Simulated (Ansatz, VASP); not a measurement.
One calculation of TaC2, two programs

INCAR

```
PREC     = Accurate       # precision mode
ENCUT    = 1300           # plane-wave cutoff, eV
EDIFF    = 1E-7           # SCF threshold, eV
ISMEAR   = 0              # smearing method
SIGMA    = 0.1            # smearing width, eV
LREAL    = False          # projectors in reciprocal space
LASPH    = True           # aspherical terms in the spheres
NELM     = 120            # most SCF steps
ALGO     = Normal         # electronic algorithm
ISIF     = 3              # what is computed and relaxed
LWAVE    = False          # write WAVECAR
LCHARG   = False          # write CHGCAR
GGA      = PE             # functional
IBRION   = 2              # ionic algorithm
NSW      = 90             # ionic steps
EDIFFG   = -0.04          # ionic threshold
GGA_COMPAT= False        
NELMIN   = 4
```

File KPOINTS:

```
regular mesh
0
Gamma
  6 6 4
```

Contents of POSCAR:

```
TaC2
1.0
    2.9805074300      0.0000000000      0.0000000000
   -1.4902537100      2.5811951500      0.0000000000
    0.0000000000      0.0000000000      5.0607912500
Ta C
1 2
Direct
    0.0000000000      0.0000000000      0.0000000000
    0.3333333300      0.6666666700      0.2552000000
    0.6666666700      0.3333333300      0.7448000000
```

Input for Ansatz:

```yaml
crystal:
  lattice:
    - [2.98050743, 0.0, 0.0]
    - [-1.49025371, 2.58119515, 0.0]
    - [0.0, 0.0, 5.06079125]
  atoms:
    - { symbol: Ta, position: [0.0, 0.0, 0.0] }
    - { symbol: C, position: [0.33333333, 0.66666667, 0.2552] }
    - { symbol: C, position: [0.66666667, 0.33333333, 0.7448] }
basis:
  ecutwfc: 420
kpoints:
  mp_grid: { grid: [6, 6, 4] }
hamiltonian:
  xc: pbe
scf:
  occupations: { method: gaussian, width: 0.1 }
  lower_state_search: "off"
output:
  forces: true
  stress: true
  eigenvalues: true
relax:
  adjacent_minimum: "off"
  f_tol: 0.04
  max_steps: 70
  cell: { stress_tol: 0.4 }
```

Change from the starting cell: species swapped into the TiSe2 type (P-3m1, No. 164).

Alike in both runs: task relaxation of cell and atoms; functional PBE; k mesh 6 × 6 × 4; occupations gaussian, width 0.1 eV; no spin polarisation.

|  | VASP | Ansatz |
| --- | --- | --- |
| version | VASP 6.6.1 | Ansatz 0.2.0 |
| potentials or method | VASP PAW PBE potentials, release 64 (Ta_sv_GW, C_h), cutoff 1300 eV | scalar-relativistic, plane waves, PAW |
| valence electrons in the cell | 21 | 21 |

```csv
,VASP,Ansatz,Ansatz less VASP
"gap on the k mesh at the Fermi level, each at its own relaxed structure (eV)",none,none,-
relaxed volume (Å³/atom),15.89,16.41,+0.527
relaxed length of the cell vector where the two differ most in proportion (Å),5.298,5.471,+0.1729
```

A gap of «none» marks a metal or a gap that the smearing closes.

The k mesh is coarse, so the values compare programs but aren't converged. Neither program's run includes spin-orbit coupling. Noted on VASP's run: the volume moved by over 15 % at a fixed basis, so the end points are rough.
